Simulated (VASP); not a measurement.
# Pd (Fm-3m) in VASP: a series of runs

Runs on Pd. Level: LDA. Tasks: electric field gradients.

Everything below comes from runs of VASP 6.6.1. Logs are shortened: lines on timing, memory, paths and dates and some standing lists are left out, and cuts for length are marked.

### Step 1. The cell of the first run

Symmetry: Fm-3m, No. 225, cubic system. Conventional cell: a = 3.810 Å, b = 3.810 Å, c = 3.810 Å, α = 90.00°, β = 90.00°, γ = 90.00°. Pd (site symmetry m-3m) has 12 Pd at 2.69 Å within 3.6 Å.

### Step 2. Electric field gradients, LDA (13.83 Å³/atom)

Input file INCAR:

```
SYSTEM = Pd
PREC     = Accurate       ! precision mode
ENCUT    = 520            ! plane-wave cutoff, eV
EDIFF    = 1E-8           ! SCF threshold, eV
ISMEAR   = -1             ! smearing method
SIGMA    = 0.05           ! smearing width, eV
LREAL    = .FALSE.        ! projectors in reciprocal space
LASPH    = .TRUE.         ! aspherical terms in the spheres
NELM     = 80             ! most SCF steps
ALGO     = Normal         ! electronic algorithm
ISIF     = 2              ! what is computed and relaxed
LWAVE    = .FALSE.        ! write WAVECAR
LCHARG   = .FALSE.        ! write CHGCAR
LEFG     = .TRUE.       
NBANDS   = 11             ! bands
```

Input file KPOINTS:

```
Automatic mesh
0
G
  18 18 18
  0 0 0
```

Input file POSCAR:

```
Pd
1.0
    0.0000000000      1.9051970228      1.9051970228
    1.9051970228      0.0000000000      1.9051970228
    1.9051970228      1.9051970228      0.0000000000
Pd
1
Direct
    0.0000000000      0.0000000000      0.0000000000
```

Potentials or basis: VASP PAW LDA potentials, release 64 (Pd).

Run with:

```console
$ cat potpaw_LDA.64/Pd/POTCAR > POTCAR
$ mpirun -np 1 vasp_std > vasp.out
```

OUTCAR:

```text
SYSTEM = Pd
   PREC = Accurate
   ENCUT = 520
   EDIFF = 1E-8
   ISMEAR = -1
   LREAL = .FALSE.
   LASPH = .TRUE.
   NELM = 80
   ISIF = 2

 ion  position               nearest neighbor table
   1  0.000  0.000  0.000-

  LATTYP: Found a face centered cubic cell.
 ALAT       =     3.8103940456

  Lattice vectors:

 A1 = (   0.0000000000,   1.9051970228,   1.9051970228)
 A2 = (   1.9051970228,   0.0000000000,   1.9051970228)
 A3 = (   1.9051970228,   1.9051970228,   0.0000000000)

Analysis of symmetry for initial positions (statically):
=====================================================================
 Subroutine PRICEL returns:
 Original cell was already a primitive cell.

 Routine SETGRP: Setting up the symmetry group for a
 face centered cubic supercell.

 Subroutine GETGRP returns: Found 48 space group operations
 (whereof 48 operations were pure point group operations)
 out of a pool of 48 trial point group operations.

The static configuration has the point symmetry O_h .

Analysis of symmetry for dynamics (positions and initial velocities):
=====================================================================
 Subroutine PRICEL returns:
 Original cell was already a primitive cell.

 Routine SETGRP: Setting up the symmetry group for a
 face centered cubic supercell.

 Subroutine GETGRP returns: Found 48 space group operations
 (whereof 48 operations were pure point group operations)
 out of a pool of 48 trial point group operations.

The dynamic configuration has the point symmetry O_h .

 Subroutine INISYM returns: Found 48 space group operations
 (whereof 48 operations are pure point group operations),
 and found     1 'primitive' translations

----------------------------------------------------------------------------------------

                                     Primitive cell

  volume of cell :      13.8309

  direct lattice vectors                    reciprocal lattice vectors
     0.000000000  1.905197023  1.905197023    -0.262440049  0.262440049  0.262440049
     1.905197023  0.000000000  1.905197023     0.262440049 -0.262440049  0.262440049
     1.905197023  1.905197023  0.000000000     0.262440049  0.262440049 -0.262440049

  length of vectors
     2.694355469  2.694355469  2.694355469     0.454559499  0.454559499  0.454559499

  position of ions in fractional coordinates (direct lattice)
     0.000000000  0.000000000  0.000000000

[... 119 lines left out ...]

  energy without entropy =       -6.48431310  energy(sigma->0) =       -6.49258883

 E-fermi :  10.7488     XC(G=0): -13.9137

 val. band max:       10.7446315592   @ k =  -0.4444   0.3889   0.1111
 cond. band min:      10.7508181817   @ k =   0.5000   0.1111   0.0000
 fundamental gap:      0.0061866225
 Fermi energy:        10.7488334147

 k-point     1 :       0.0000    0.0000    0.0000
  band No.  band energies     occupation
      1       2.9872      2.00000
      2       7.5569      2.00000
      3       7.5569      2.00000
      4       7.5569      2.00000
      5       9.3844      2.00000
      6       9.3844      2.00000
      7      27.8686      0.00000
      8      32.9626      0.00000
      9      32.9626      0.00000
     10      32.9626      0.00000
     11      36.2696      0.00000
[... 309 lines left out ...]
 k-point    24 :      -0.2222    0.0556    0.0000
  band No.  band energies     occupation
      1       4.7738      2.00000
      2       7.3028      2.00000
      3       7.9199      2.00000
      4       7.9586      2.00000
      5       9.2354      2.00000
      6       9.8267      2.00000
      7      26.1396      0.00000
      8      29.1516      0.00000
      9      33.6027      0.00000
     10      35.7864      0.00000
     11      36.3440      0.00000

 [... further k-points ...]

------------------------ aborting loop because EDIFF is reached ----------------------------------------

  FORCE on cell =-STRESS in cart. coord.  units (eV):
  Direction    XX          YY          ZZ          XY          YZ          ZX
  --------------------------------------------------------------------------------------
  -------------------------------------------------------------------------------------
  Total        0.4980899      0.4980899      0.4980899      0.0000000      0.0000000      0.0000000
  in kB       57.6990508     57.6990508     57.6990508      0.0000000      0.0000000      0.0000000
  external PRESSURE =      57.6990508 kB  Pullay stress =       0.0000000 kB

 VOLUME and BASIS-vectors are now :
 -----------------------------------------------------------------------------
  energy-cutoff  :      520.00
  volume of cell :       13.83
      direct lattice vectors                 reciprocal lattice vectors
     0.000000000  1.905197023  1.905197023    -0.262440049  0.262440049  0.262440049
     1.905197023  0.000000000  1.905197023     0.262440049 -0.262440049  0.262440049
     1.905197023  1.905197023  0.000000000     0.262440049  0.262440049 -0.262440049

 POSITION                                       TOTAL-FORCE (eV/Angst)
 -----------------------------------------------------------------------------------
      0.00000      0.00000      0.00000         0.000000     -0.000000      0.000000
 -----------------------------------------------------------------------------------
    total drift:                                0.000000      0.000000      0.000000

  FREE ENERGIE OF THE ION-ELECTRON SYSTEM (eV)
  ---------------------------------------------------
  free  energy   TOTEN  =        -6.5008645544 eV

  energy  without entropy=       -6.4843131014  energy(sigma->0) =       -6.49258883

 Electric field gradients (V/A^2)
---------------------------------------------------------------------
 ion       V_xx      V_yy      V_zz      V_xy      V_xz      V_yz
---------------------------------------------------------------------
   1      -0.000     0.000    -0.000     0.001     0.001     0.001
---------------------------------------------------------------------

 Electric field gradients after diagonalization (V/A^2)
 (convention: |V_zz| > |V_xx| > |V_yy|)
----------------------------------------------------------------------
 ion       V_xx      V_yy      V_zz     asymmetry (V_yy - V_xx)/ V_zz
----------------------------------------------------------------------
   1      -0.001    -0.001     0.001       0.000
----------------------------------------------------------------------

           NMR quadrupolar parameters

 Cq : quadrupolar parameter    Cq=e*Q*V_zz/h
 eta: asymmetry parameters     (V_yy - V_xx)/ V_zz
 Q  : nuclear electric quadrupole moment in mb (millibarn)
----------------------------------------------------------------------
 ion       Cq(MHz)       eta       Q (mb)
----------------------------------------------------------------------
   1       0.000       0.000       1.000
----------------------------------------------------------------------
```

OSZICAR:

```text
N       E                     dE             d eps       ncg     rms          rms(c)
DAV:   1     0.415337105148E+02    0.41534E+02   -0.51812E+03  4298   0.859E+02
DAV:   2    -0.630758872208E+01   -0.47841E+02   -0.46404E+02  4737   0.186E+02
DAV:   3    -0.685123123575E+01   -0.54364E+00   -0.54256E+00  5196   0.215E+01
DAV:   4    -0.685321701186E+01   -0.19858E-02   -0.19855E-02  5231   0.134E+00
DAV:   5    -0.685323496128E+01   -0.17949E-04   -0.17950E-04  5553   0.119E-01    0.977E+00
DAV:   6    -0.652421982153E+01    0.32902E+00   -0.12530E+00  5385   0.917E+00    0.466E+00
DAV:   7    -0.650679032592E+01    0.17429E-01   -0.37561E-02  5700   0.127E+00    0.228E+00
DAV:   8    -0.650089347554E+01    0.58969E-02   -0.24668E-03  5324   0.514E-01    0.109E-01
DAV:   9    -0.650085966978E+01    0.33806E-04   -0.18144E-04  5554   0.116E-01    0.135E-02
DAV:  10    -0.650086467665E+01   -0.50069E-05   -0.29054E-06  5433   0.128E-02    0.992E-03
DAV:  11    -0.650086454910E+01    0.12755E-06   -0.48413E-08  5456   0.188E-03    0.127E-03
DAV:  12    -0.650086455437E+01   -0.52736E-08   -0.28393E-09  3833   0.260E-04
   1 F= -.65008646E+01 E0= -.64925888E+01  d E =-.165515E-01
```

stdout:

```text
POSCAR found type information on POSCAR Pd
 POSCAR found :  1 types and       1 ions
 scaLAPACK will be used
 LDA part: xc-table for (Slater(with rela. corr.)+CA(PZ))
 , standard interpolation
 POSCAR, INCAR and KPOINTS ok, starting setup
 FFT: planning ... GRIDC
 FFT: planning ... GRID_SOFT
 FFT: planning ... GRID
 WAVECAR not read
 entering main loop
ion   1
```

Run time: 16 s. Hardware: 1 thread of Intel Xeon Platinum 8375C at 2.90GHz (Ice Lake), shared host; peak memory 0.14 GiB.

Results:

```yaml
Free_energy: -6.5009 eV
Pressure: 5.8 GPa
Band_gap_on_the_k_mesh: zero (bands 5 and 6 overlap by 1.78 eV)
Largest_electric_field_gradient_by_atom: zero within the noise of the run
```

Levels at points of the mesh, in eV from the Fermi level:
```
           k point  band 1  band 2  band 3  band 4  band 5  band 6  band 7  band 8  band 9  band 10
(0.00, 0.00, 0.00)   -7.76   -3.19   -3.19   -3.19   -1.36   -1.36   17.12   22.21   22.21    22.21
(0.50, 0.00, 0.00)   -5.90   -3.24   -3.24   -0.02   -0.02    0.79    7.78   16.51   21.53    21.53
(0.50, 0.50, 0.00)   -6.02   -5.71   -0.04    0.33    0.33    3.24   11.40   13.40   13.40    22.46
```

Caveat: the cell stands under pressure.

(Part 1 of 2 ends here.)
